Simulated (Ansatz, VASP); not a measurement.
## One calculation of Ru, two programs

```xyz
2
Lattice="2.7568 0.0000 0.0000 -1.3784 2.3874 0.0000 0.0000 0.0000 4.3582" Properties=species:S:1:pos:R:3 pbc="T T T"
Ru    0.0000    1.5916    1.0896
Ru    1.3784    0.7958    3.2687
```

Change from the starting cell: strain +0.025 along x and y, +0.025 along z, atoms carried along.

Alike in both runs: task single point; functional PBEsol; k mesh 24 × 24 × 14; occupations gaussian, width 0.15 eV; no spin polarisation.

|  | VASP | Ansatz |
| --- | --- | --- |
| version | VASP 6.6.1 | Ansatz 0.2.0 |
| potentials or method | VASP PAW PBE potentials, release 64 (Ru_pv), cutoff 520 eV | scalar-relativistic, plane waves, PAW |
| valence electrons in the cell | 28 | 32 |

```csv
,VASP,Ansatz,Ansatz less VASP
gap on the k mesh at the Fermi level (eV),none,none,-
pressure (GPa),-21.6,-21.4,+0.14
"traceless stress, the component that is largest in VASP (GPa)",-1.36,-1.36,-0.005
```

VASP's potentials were made for PBE, not for PBEsol. A gap of «none» marks a metal or a gap that the smearing closes. VASP's potentials hold 28 valence electrons a cell and Ansatz's 32, so a difference there can come from the potentials and not from the codes.
